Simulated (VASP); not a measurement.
# Te (Fm-3m) in VASP: notebook

The runs below take Te through relaxation of cell and atoms, single point, with RPBE.

Program: VASP 6.6.1. These are calculated values, not measurements. Logs are shortened: lines on timing, memory, paths and dates and some standing lists are left out, and cuts for length are marked.

## 1. The cell of the first run

It takes space group Fm-3m (No. 225, cubic). The conventional cell has a = 4.868 Å, b = 4.868 Å, c = 4.868 Å, α = 90.00°, β = 90.00°, γ = 90.00°. Te (site symmetry m-3m) has 12 Te at 3.44 Å within 4.5 Å.

## 2. Relaxation of cell and atoms, RPBE

The input, INCAR:

```
ALGO = Normal ; EDIFF = 1E-6
EDIFFG = -0.01 ; ENCUT = 600
GGA = RP ; IBRION = 2
ISIF = 3 ; ISMEAR = -1
LASPH = True ; LCHARG = False
LREAL = False ; LWAVE = False
NELM = 100 ; NSW = 80
PREC = Accurate ; SIGMA = 0.1
```

The input, KPOINTS:

```
k-points
0
Gamma
  11 11 11
```

The input, POSCAR:

```
Te
1.0
    0.0000000000      2.4339108928      2.4339108928
    2.4339108928      0.0000000000      2.4339108928
    2.4339108928      2.4339108928      0.0000000000
Te
1
Direct
    0.0000000000      0.0000000000      0.0000000000
```

Potentials or basis: VASP PAW PBE potentials, release 64 (Te).

The run is started by

```
> cat potpaw_PBE.64/Te/POTCAR > POTCAR
> mpirun -np 1 vasp_std > vasp.out
```

OUTCAR:

```text
EDIFF = 1E-6
   EDIFFG = -0.01
   ENCUT = 600
   GGA = RP
   IBRION = 2
   ISIF = 3
   ISMEAR = -1
   LASPH = True
   LREAL = False
   NELM = 100
   NSW = 80
   PREC = Accurate

 ion  position               nearest neighbor table
   1  0.000  0.000  0.000-

  LATTYP: Found a face centered cubic cell.
 ALAT       =     4.8678217856

  Lattice vectors:

 A1 = (   0.0000000000,   2.4339108928,   2.4339108928)
 A2 = (   2.4339108928,   0.0000000000,   2.4339108928)
 A3 = (   2.4339108928,   2.4339108928,   0.0000000000)

Analysis of symmetry for initial positions (statically):
=====================================================================
 Subroutine PRICEL returns:
 Original cell was already a primitive cell.

 Routine SETGRP: Setting up the symmetry group for a
 face centered cubic supercell.

 Subroutine GETGRP returns: Found 48 space group operations
 (whereof 48 operations were pure point group operations)
 out of a pool of 48 trial point group operations.

The static configuration has the point symmetry O_h .

Analysis of symmetry for dynamics (positions and initial velocities):
=====================================================================
 Subroutine PRICEL returns:
 Original cell was already a primitive cell.

 Routine SETGRP: Setting up the symmetry group for a
 face centered cubic supercell.

 Subroutine GETGRP returns: Found 48 space group operations
 (whereof 48 operations were pure point group operations)
 out of a pool of 48 trial point group operations.

The dynamic configuration has the point symmetry O_h .

 Subroutine INISYM returns: Found 48 space group operations
 (whereof 48 operations are pure point group operations),
 and found     1 'primitive' translations

----------------------------------------------------------------------------------------

                                     Primitive cell

  volume of cell :      28.8366

  direct lattice vectors                    reciprocal lattice vectors
     0.000000000  2.433910893  2.433910893    -0.205430692  0.205430692  0.205430692
     2.433910893  0.000000000  2.433910893     0.205430692 -0.205430692  0.205430692
     2.433910893  2.433910893  0.000000000     0.205430692  0.205430692 -0.205430692

  length of vectors
     3.442069794  3.442069794  3.442069794     0.355816397  0.355816397  0.355816397

[... 84 lines left out ...]
   ISIF   =      3    stress and relaxation
   ISYM   =      2    0-nonsym 1-usesym 2-fastsym
   POTIM  = 0.5000    time-step for ionic-motion
   TEBEG  =    0.0;   TEEND  =   0.0 temperature during run
   PSTRESS=    0.0 pullay stress
   NELECT =       6.0000    total number of electrons
   NUPDOWN=      -1.0000    fix difference up-down
   EMIN   =  10.00;   EMAX   =-10.00  energy-range for DOS
   EFERMI =   0.00;   METHOD = LEGACY
   ISMEAR =    -1;   SIGMA  =   0.10  broadening in eV -4-tet -1-fermi 0-gaus
   EFERMI_NEDOS =   21; number of points for ismear=-14 and -15
   IALGO  =     38    algorithm
   IMIX   =      4    mixing-type and parameters
     AMIX     =   0.40;   BMIX     =  1.00
     AMIX_MAG =   1.60;   BMIX_MAG =  1.00
  volume/ion in A,a.u.               =      28.84       194.60
  Fermi-wavevector in a.u.,A,eV,Ry     =   0.970087  1.833198 12.804012  0.941068
  Thomas-Fermi vector in A             =   2.100193
   LORBIT       =      0    0 simple, 1 ext, 2 COOP (PROOUT), +10 PAW based schemes
   GGA     = RP    functional components
   LHFCALC =     F    Hartree Fock is set to
   AEXX    =    0.0000 exact exchange contribution
   IVDW    =     0    specifies the selected vdW correction
   LEPSILON=     F    determine dielectric tensor
   LRPA    =     F    only Hartree local field effects (RPA)
 conjugate gradient relaxation of ions
 non-spin polarized calculation
  energy-cutoff  :      600.00
  volume of cell :       28.84
 maximum number of plane-waves:       974
   NGX = 13   NGY = 13   NGZ = 13

--------------------------------------- Ionic step        1  -------------------------------------------

 number of electron       6.0000000 magnetization

 Free energy of the ion-electron system (eV)
  ---------------------------------------------------
  ext. energy  EPLUGINS =         0.00000000
  ---------------------------------------------------
  free energy    TOTEN  =        -2.34190647 eV

  energy without entropy =       -2.31074946  energy(sigma->0) =       -2.32632797

------------------------ aborting loop because EDIFF is reached ----------------------------------------

  FORCE on cell =-STRESS in cart. coord.  units (eV):
  Direction    XX          YY          ZZ          XY          YZ          ZX
  --------------------------------------------------------------------------------------
  -------------------------------------------------------------------------------------
  Total        0.0399748      0.0399748      0.0399748      0.0000000      0.0000000     -0.0000000
  in kB        2.2210224      2.2210224      2.2210224      0.0000000      0.0000000     -0.0000000
  external PRESSURE =       2.2210224 kB  Pullay stress =       0.0000000 kB
[... 57 lines left out ...]
--------------------------------------- Ionic step        3  -------------------------------------------

 number of electron       6.0000000 magnetization

 Free energy of the ion-electron system (eV)
  ---------------------------------------------------
  ext. energy  EPLUGINS =         0.00000000
  ---------------------------------------------------
  free energy    TOTEN  =        -2.34199296 eV

  energy without entropy =       -2.31067438  energy(sigma->0) =       -2.32633367

 E-fermi :   7.6312     XC(G=0):  -9.9601

 val. band max:        7.5988796841   @ k =  -0.2727   0.3636   0.0909
 cond. band min:       7.6385125961   @ k =   0.4545   0.2727   0.0000
 fundamental gap:      0.0396329120
 Fermi energy:         7.6312281612

 k-point     1 :       0.0000    0.0000    0.0000
  band No.  band energies     occupation
      1      -6.0305      2.00000
      2      10.5701      0.00000
      3      10.5701      0.00000
      4      10.5701      0.00000
      5      17.0940      0.00000
      6      17.0940      0.00000
      7      17.0940      0.00000
[... 221 lines left out ...]
 k-point    24 :      -0.1818    0.1818    0.0000
  band No.  band energies     occupation
      1      -4.6201      2.00000
      2       5.6466      2.00000
      3       7.2139      1.96965
      4      10.0233      0.00000
      5      16.1156      0.00000
      6      16.8064      0.00000
      7      18.0126      0.00000

 [... further k-points ...]
[... 5 lines left out ...]
  --------------------------------------------------------------------------------------
  -------------------------------------------------------------------------------------
  Total        0.0007096      0.0007096      0.0007096      0.0000000     -0.0000000      0.0000000
  in kB        0.0392560      0.0392560      0.0392560      0.0000000     -0.0000000      0.0000000
  external PRESSURE =       0.0392560 kB  Pullay stress =       0.0000000 kB
[... 16 lines left out ...]
  FREE ENERGIE OF THE ION-ELECTRON SYSTEM (eV)
  ---------------------------------------------------
  free  energy   TOTEN  =        -2.3419929576 eV

  energy  without entropy=       -2.3106743818  energy(sigma->0) =       -2.32633367

 reached required accuracy - stopping structural energy minimisation
```

OSZICAR:

```text
N       E                     dE             d eps       ncg     rms          rms(c)
DAV:   1     0.124151320987E+02    0.12415E+02   -0.24737E+03   791   0.733E+02
DAV:   2    -0.207367866542E+01   -0.14489E+02   -0.14153E+02  1092   0.792E+01
DAV:   3    -0.234435972745E+01   -0.27068E+00   -0.26812E+00   987   0.119E+01
[... 15 lines left out ...]
       N       E                     dE             d eps       ncg     rms          rms(c)
DAV:   1    -0.234201552550E+01   -0.33228E-04   -0.68081E-04   826   0.136E-01    0.247E-02
DAV:   2    -0.234199976200E+01    0.15764E-04   -0.18294E-05   854   0.319E-02    0.156E-02
DAV:   3    -0.234199299858E+01    0.67634E-05   -0.18111E-05   826   0.222E-02    0.172E-02
DAV:   4    -0.234199295758E+01    0.41000E-07   -0.18325E-07   490   0.414E-03
   3 F= -.23419930E+01 E0= -.23263337E+01  d E =-.864864E-04
```

CONTCAR:

```text
Te
   1.00000000000000
     0.0000000000000000    2.4374426411052248    2.4374426411052248
     2.4374426411052248    0.0000000000000000    2.4374426411052248
     2.4374426411052248    2.4374426411052248   -0.0000000000000000
  Te
     1
Direct
     0.0000000000000000    0.0000000000000000    0.0000000000000000

  0.00000000E+00  0.00000000E+00  0.00000000E+00
```

Run time: 14 s. Hardware: 1 thread of Intel Xeon Platinum 8488C (Sapphire Rapids), shared host; peak memory 0.16 GiB.

What came out:

| Quantity | Value |
| --- | --- |
| Free energy | -2.3420 eV |
| Relaxed volume | 28.96 Å³/atom |
| Relaxed cell | a = 3.447 Å, b = 3.447 Å, c = 3.447 Å, α = 60.00°, β = 60.00°, γ = 60.00° |
| Space group after relaxing (to 0.05 Å) | Fm-3m (No. 225) |
| Energy gained by relaxing | 0.1 meV/atom |
| Ionic steps | 3 |
| Pressure after relaxing | 0.0 GPa |
| Band gap on the k mesh | zero (band 3 reaches 10.57 eV, above the bottom of band 4 at 5.98 eV) |

Final structure:
```yaml
crystal:
  lattice:
    - [0.00000, 2.43744, 2.43744]
    - [2.43744, 0.00000, 2.43744]
    - [2.43744, 2.43744, 0.00000]
  atoms:
    - { symbol: Te, position: [0.00000, 0.00000, 0.00000] }
```

Caveat: the PAW data sets were made with another functional, which shifts forces and pressure a little; spin-orbit coupling is left out, which moves the levels of the heavy elements.

## 3. Single point, RPBE

This run uses another cell than the first one, of 29.06 Å³/atom, 1.008 times its volume.

The input, INCAR:

```
SYSTEM = Te
PREC = Accurate
ENCUT = 520
EDIFF = 1E-6
ISMEAR = -1
SIGMA = 0.1
LREAL = .FALSE.
LASPH = .TRUE.
NELM = 100
ALGO = Normal
ISIF = 2
LWAVE = .FALSE.
LCHARG = .TRUE.
GGA = RP
LELF = .TRUE.
LVHAR = .TRUE.
NBANDS = 9
```

The input, KPOINTS:

```
regular mesh
0
G
  18 18 18
  0 0 0
```

The input, POSCAR:

```
Te
1.0
    0.0000000000      2.4403005209      2.4403005209
    2.4403005209      0.0000000000      2.4403005209
    2.4403005209      2.4403005209      0.0000000000
Te
1
Direct
    0.0000000000      0.0000000000      0.0000000000
```

Potentials or basis: VASP PAW PBE potentials, release 64 (Te).

The run is started by

```
> cat potpaw_PBE.64/Te/POTCAR > POTCAR
> mpirun -np 1 vasp_std > vasp.out
```

Run time: 23 s. Hardware: 1 thread of Intel Xeon Platinum 8488C (Sapphire Rapids), shared host; peak memory 0.19 GiB.

Results (log left out):

| Item | Value |
| --- | --- |
| Free energy | -2.3395 eV |
| Pressure | -0.1 GPa |
| Band gap on the k mesh | zero (band 3 reaches 10.51 eV, above the bottom of band 4 at 5.62 eV) |

Levels at points of the mesh, in eV from the Fermi level:
| k point | band 1 | band 2 | band 3 | band 4 | band 5 | band 6 | band 7 | band 8 |
| --- | --- | --- | --- | --- | --- | --- | --- | --- |
| (0.00, 0.00, 0.00) | -13.64 | 2.92 | 2.92 | 2.92 | 9.45 | 9.45 | 9.45 | 9.52 |
| (0.50, 0.00, 0.00) | -10.91 | -5.83 | 1.67 | 1.67 | 6.87 | 8.71 | 8.71 | 10.01 |
| (0.50, 0.50, 0.00) | -9.81 | -5.12 | -0.76 | -0.76 | 3.85 | 4.48 | 17.94 | 18.65 |

Caveat: the PAW data sets were made with another functional, which shifts forces and pressure a little; spin-orbit coupling is left out, which moves the levels of the heavy elements.
